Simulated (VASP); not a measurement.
TiPdO3, 10 atoms in the cell. It takes space group I4/mcm (No. 140, tetragonal). Conventional cell: a = 5.327 Å, b = 5.327 Å, c = 7.643 Å, α = 90.00°, β = 90.00°, γ = 90.00°. Within 2.9 Å of Ti (site symmetry -42m) lie 8 O at 2.21 to 2.66 Å. Within 2.5 Å of Pd (site symmetry 4/m) lie 6 O at 1.91 to 2.03 Å. O (site symmetry m2m) has 2 Pd at 2.03 Å and 2 Ti at 2.21 Å and 9 O at 2.23 to 2.88 Å within 2.9 Å. O (site symmetry 422) has 2 Pd at 1.91 Å within 2.5 Å. 

- Program: VASP 6.6.1
- Task: single point
- Functional: PBEsol
- Potentials or basis: VASP PAW PBE potentials, release 64 (Ti_sv, Pd, O)
- Cutoff: 600 eV
- k mesh: 6 × 6 × 6
- Occupations: fermi-dirac, width 0.03 eV
- Spin: no spin polarisation
- Dipole correction: no
- Further INCAR settings: ALGO = Normal; EDIFF = 1e-06; NBANDS = 51

Potentials or basis: VASP PAW PBE potentials, release 64 (Ti_sv, Pd, O).

Launch:

```sh
$ cat potpaw_PBE.64/Ti_sv/POTCAR potpaw_PBE.64/Pd/POTCAR potpaw_PBE.64/O/POTCAR > POTCAR
$ mpirun -np 1 vasp_std > vasp.out
```

Hardware: 1 thread of Intel(R) Xeon(R) 6975P-C (Granite Rapids) (shared host).

Task: How long does it take, and how much memory?

Result: Wall time 3.7 min on 1 thread of Intel(R) Xeon(R) 6975P-C (Granite Rapids) (shared host), peak memory 0.4 GiB. Counts: scf iterations 20, k points 30.
